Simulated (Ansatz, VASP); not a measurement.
MgO in VASP and in Ansatz

Contents of POSCAR:

```
MgO
1.0
    0.0000000000      2.0309039414      2.0309039414
    2.0309039414      0.0000000000      2.0309039414
    2.0309039414      2.0309039414      0.0000000000
Mg O
1 1
Direct
    0.0000000000      0.0000000000      0.0000000000
    0.5000000000      0.5000000000      0.5000000000
```

File INCAR.step1:

```
SYSTEM = MgO
  PREC = Accurate
  ENCUT = 520
  ISMEAR = 0
  SIGMA = 0.01
  LREAL = .False.
  LASPH = .True.
  NELM = 60
  NBANDS = 11
  GGA = PE
  ALGO = Normal
  EDIFF = 1E-4
  LWAVE = .True.
  LCHARG = .False.
```

The input INCAR.step2:

```
SYSTEM = MgO
  PREC = Accurate
  ENCUT = 520
  EDIFF = 1E-6
  ISMEAR = 0
  SIGMA = 0.01
  LREAL = .False.
  LASPH = .True.
  NELM = 60
  ALGO = Normal
  ISIF = 2
  LWAVE = .False.
  LCHARG = .True.
  METAGGA = R2SCAN
  LMIXTAU = .True.
  LELF = .True.
  LVHAR = .True.
  NBANDS = 11
  ISTART = 1
```

The input KPOINTS:

```
Automatic mesh
0
Gamma
  10 10 10
  0 0 0
```

Input for Ansatz:

```yaml
crystal:
  lattice:
    - [0.0, 2.0309039414, 2.0309039414]
    - [2.0309039414, 0.0, 2.0309039414]
    - [2.0309039414, 2.0309039414, 0.0]
  atoms:
    - { symbol: Mg, position: [0.0, 0.0, 0.0] }
    - { symbol: O, position: [0.5, 0.5, 0.5] }
kpoints:
  mp_grid: { grid: [10, 10, 10] }
  band_path:
    path:
      - [0.0, 0.0, 0.0]
      - [0.5, 0.0, 0.5]
      - [0.625, 0.25, 0.625]
      - [0.375, 0.375, 0.75]
      - [0.5, 0.5, 0.5]
      - [0.5, 0.25, 0.75]
    npoints: 1
hamiltonian:
  xc: r2scan
scf:
  occupations: { method: fixed }
  n_extra_bands: 4
output:
  forces: true
  stress: true
  eigenvalues: true
```

Change from the starting cell: hydrostatic strain -3.4%.

Alike in both runs: task single point; functional r2SCAN; k mesh 10 × 10 × 10; no spin polarisation.

|  | VASP | Ansatz |
| --- | --- | --- |
| version | VASP 6.6.1 | Ansatz 0.2.0 |
| potentials or method | VASP PAW PBE potentials, release 64 (Mg, O) | plane waves, PAW |
| plane-wave cutoff (eV) | 520 | 500 |
| occupations | gaussian, width 0.01 eV | fixed |
| valence electrons in the cell | 8 | 16 |

```tsv
	VASP	Ansatz	Ansatz less VASP
gap on the k mesh at the Fermi level (eV)	6.78	6.81	+0.024
pressure (GPa)	20.2	21.3	+1.11
```

VASP's potentials were made for PBE, not for r2SCAN. VASP's potentials hold 8 valence electrons a cell and Ansatz's 16, so a difference there can come from the potentials and not from the codes.
